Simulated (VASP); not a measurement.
CuO, 4 atoms in the cell. The typed cell holds 4 atoms: a = 2.993 Å, b = 2.993 Å, c = 5.184 Å, α = 73.22°, β = 73.22°, γ = 60.00°. 

```yaml
Program: VASP 6.6.1
Task: single point
Functional: PBE
Potentials_or_basis: VASP PAW PBE potentials, release 64 (Cu, O)
Cutoff: 520 eV
k_mesh: 10 × 10 × 6
Occupations: fermi-dirac, width 0.05 eV
Spin: no spin polarisation
Hubbard_terms: Cu d U = 4.0 eV
Dipole_correction: no
k_mesh_for_the_DOS: 15 × 15 × 9
Occupations_for_the_DOS: tetrahedron
Further_INCAR_settings: ALGO = Normal; EDIFF = 1e-07
```

Potentials or basis: VASP PAW PBE potentials, release 64 (Cu, O).

Command:

```console
$ cat potpaw_PBE.64/Cu/POTCAR potpaw_PBE.64/O/POTCAR > POTCAR
$ cp INCAR.step1 INCAR
$ cp KPOINTS.step1 KPOINTS
$ mpirun -np 1 vasp_std > vasp.out
$ cp INCAR.step2 INCAR
$ cp KPOINTS.step2 KPOINTS
$ mpirun -np 1 vasp_std > vasp.out
```

Hardware: 1 thread of Oxide Virtual Turin-like Processor, with other jobs on the host.

Q: Estimate the wall time of this run.

A: Run time: 7.5 min on 1 thread of Oxide Virtual Turin-like Processor, on a shared host, peak memory 0.71 GiB. Counts: k points 1013.
